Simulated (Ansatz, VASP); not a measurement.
## Al: VASP beside Ansatz

Contents of INCAR:

```
SYSTEM = Al
PREC     = Accurate       ! precision mode
ENCUT    = 520            ! plane-wave cutoff, eV
EDIFF    = 1E-7           ! SCF threshold, eV
ISMEAR   = 0              ! smearing method
SIGMA    = 0.15           ! smearing width, eV
LREAL    = .False.        ! projectors in reciprocal space
LASPH    = .True.         ! aspherical terms in the spheres
NELM     = 100            ! most SCF steps
ALGO     = Fast           ! electronic algorithm
ISIF     = 2              ! what is computed and relaxed
LWAVE    = .False.        ! write WAVECAR
LCHARG   = .False.        ! write CHGCAR
GGA      = PE             ! functional
IVDW     = 12             ! dispersion correction
NBANDS   = 14             ! bands
```

KPOINTS

```
Automatic mesh
0
Gamma
  18 18 4
  0 0 0
```

The input POSCAR:

```
Al
1.0
    2.8144222650      0.0000000000      0.0000000000
   -1.4072111325      2.4373611785      0.0000000000
    0.0000000000      0.0000000000      9.2410470710
Al
4
Direct
    0.0000000000      0.0000000000      0.0000000000
    0.1897354115      0.3794708230      0.1742510081
    0.0000000000      0.0000000000      0.5000000000
    0.6666666667      0.3333333333      0.7500000000
```

Input for Ansatz:

```yaml
crystal:
  lattice:
    - [2.814422265, 0.0, 0.0]
    - [-1.4072111325, 2.4373611785, 0.0]
    - [0.0, 0.0, 9.241047071]
  atoms:
    - { symbol: Al, position: [0.0, 0.0, 0.0] }
    - { symbol: Al, position: [0.1897354115, 0.379470823, 0.1742510081] }
    - { symbol: Al, position: [0.0, 0.0, 0.5] }
    - { symbol: Al, position: [0.6666666667, 0.3333333333, 0.75] }
basis:
  ecutwfc: 420
kpoints:
  mp_grid: { grid: [18, 18, 4] }
hamiltonian:
  xc: pbe
  pseudopotentials: { kind: paw, azcp: { folder: soft_1 } }
  dispersion: d3bj
scf:
  occupations: { method: gaussian, width: 0.15 }
output:
  forces: true
  stress: true
  eigenvalues: true
```

Alike in both runs: task single point; functional PBE; dispersion D3(BJ); k mesh 18 × 18 × 4; occupations gaussian, width 0.15 eV; no spin polarisation.

```csv
,VASP,Ansatz
version,VASP 6.6.1,Ansatz 0.2.0
potentials or method,"VASP PAW PBE potentials, release 64 (Al), cutoff 520 eV","scalar-relativistic, plane waves, PAW"
valence electrons in the cell,12,12
```

VASP gave:

* gap on the k mesh at the Fermi level (eV): none
* pressure (GPa): 19.7
* traceless stress, the component that is largest in VASP (GPa): 23.98
* rms of the force components (eV/Å): 5.417

**Question.** Estimate Ansatz's values.

**Answer.** gap on the k mesh at the Fermi level (eV): none; pressure (GPa): 19.7; traceless stress, the component that is largest in VASP (GPa): 24.02; rms of the force components (eV/Å): 5.424.

Atom by atom the forces differ by 0.007 eV/Å (rms over components). A gap of «none» marks a metal or a gap that the smearing closes.
